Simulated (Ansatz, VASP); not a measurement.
# KI: VASP beside Ansatz

Contents of INCAR:

```
PREC = Accurate ; ENCUT = 520
EDIFF = 1E-6 ; ISMEAR = 0
SIGMA = 0.05 ; LREAL = False
LASPH = True ; NELM = 60
ALGO = Normal ; ISIF = 2
LWAVE = False ; LCHARG = False
NBANDS = 15
```

File KPOINTS:

```
Automatic mesh
0
Gamma
  6 6 6
```

File POSCAR:

```
KI
1.0
    0.0000000000      3.4562963656      3.4109309835
    3.4562963656      0.0000000000      3.4109309835
    3.4562963656      3.4562963656      0.0000000000
K I
1 1
Direct
   -0.0144828495     -0.0144828495      0.0144828495
    0.5044620555      0.5044620555      0.4955379445
```

Input for Ansatz:

```yaml
crystal:
  lattice:
    - [0.0, 3.4562963656, 3.4109309835]
    - [3.4562963656, 0.0, 3.4109309835]
    - [3.4562963656, 3.4562963656, 0.0]
  atoms:
    - { symbol: K, position: [-0.0144828495, -0.0144828495, 0.0144828495] }
    - { symbol: I, position: [0.5044620555, 0.5044620555, 0.4955379445] }
basis:
  ecutwfc: 420
kpoints:
  mp_grid: { grid: [6, 6, 6] }
hamiltonian:
  xc: lda
  pseudopotentials: { kind: paw }
scf:
  occupations: { method: gaussian, width: 0.05 }
output:
  forces: true
  stress: true
  eigenvalues: true
```

Change from the starting cell: mode 6 frozen in at -0.099 Å, equal normal strain along x and y +0.0133.

Alike in both runs: task single point; functional LDA; k mesh 6 × 6 × 6; occupations gaussian, width 0.05 eV; no spin polarisation.

```csv
,VASP,Ansatz
version,VASP 6.6.1,Ansatz 0.2.0
potentials or method,"VASP PAW LDA potentials, release 64 (K_sv, I), cutoff 520 eV","scalar-relativistic, plane waves, PAW"
valence electrons in the cell,16,26
```

```tsv
	VASP	Ansatz	Ansatz less VASP
gap on the k mesh at the Fermi level (eV)	3.80	3.79	-0.009
least direct gap on the mesh (eV)	3.80	3.79	-0.009
pressure (GPa)	-0.3	-0.3	-0.05
traceless stress, the component that is largest in VASP (GPa)	0.53	0.52	-0.009
rms of the force components (eV/Å)	0.117	0.115	-0.0023
```

LDA's correlation is that of Perdew and Zunger in VASP and of Perdew and Wang (1992) in Ansatz. Atom by atom the forces differ by 0.002 eV/Å (rms over components). VASP's potentials hold 16 valence electrons a cell and Ansatz's 26, so a difference there can come from the potentials and not from the codes.

Spin-orbit coupling is off throughout.
